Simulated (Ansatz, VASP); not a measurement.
**One calculation of Ir, two programs**

Contents of INCAR:

```
  ALGO = Fast
  EDIFF = 1E-6
  EDIFFG = -0.05
  ENCUT = 600
  GGA = CA
  IBRION = 2
  ISIF = 3
  ISMEAR = 0
  LASPH = T
  LCHARG = F
  LREAL = F
  LWAVE = F
  NELM = 100
  NSW = 100
  PREC = Accurate
  SIGMA = 0.1
```

The input KPOINTS:

```
k-points
0
Gamma
  8 8 8
```

POSCAR

```
Ir
1.0
    0.0000000000      1.9269646700      1.9269646700
    1.9269646700      0.0000000000      1.9269646700
    1.9269646700      1.9269646700      0.0000000000
Ir
1
Direct
    0.0000000000      0.0000000000      0.0000000000
```

Input for Ansatz:

```yaml
crystal:
  lattice:
    - [0.0, 1.92696467, 1.92696467]
    - [1.92696467, 0.0, 1.92696467]
    - [1.92696467, 1.92696467, 0.0]
  atoms:
    - { symbol: Ir, position: [0.0, 0.0, 0.0] }
basis:
  ecutwfc: 420
kpoints:
  mp_grid: { grid: [8, 8, 8] }
hamiltonian:
  xc: lda
  pseudopotentials: { kind: paw, azcp: { folder: soft_1 } }
scf:
  occupations: { method: gaussian, width: 0.1 }
output:
  forces: true
  stress: true
  eigenvalues: true
relax:
  adjacent_minimum: "off"
  f_tol: 0.05
  max_steps: 80
  cell: { stress_tol: 0.5 }
```

Alike in both runs: task relaxation of cell and atoms; functional LDA; k mesh 8 × 8 × 8; occupations gaussian, width 0.1 eV; no spin polarisation.

|  | VASP | Ansatz |
| --- | --- | --- |
| version | VASP 6.6.1 | Ansatz 0.2.0 |
| potentials or method | VASP PAW LDA potentials, release 64 (Ir), cutoff 600 eV | scalar-relativistic, plane waves, PAW |
| valence electrons in the cell | 9 | 17 |

|  | VASP | Ansatz | Ansatz less VASP |
| --- | --- | --- | --- |
| gap on the k mesh at the Fermi level, each at its own relaxed structure (eV) | none | none | - |
| relaxed volume (Å³/atom) | 13.99 | 13.89 | -0.105 |
| relaxed length of the cell vector where the two differ most in proportion (Å) | 2.705 | 2.698 | -0.0068 |

Ansatz warns that its potentials were made for another functional, while VASP's fit it. LDA's correlation is that of Perdew and Zunger in VASP and of Perdew and Wang (1992) in Ansatz. A gap of «none» marks a metal or a gap that the smearing closes. VASP's potentials hold 9 valence electrons a cell and Ansatz's 17, so a difference there can come from the potentials and not from the codes.

Spin-orbit coupling is off throughout.
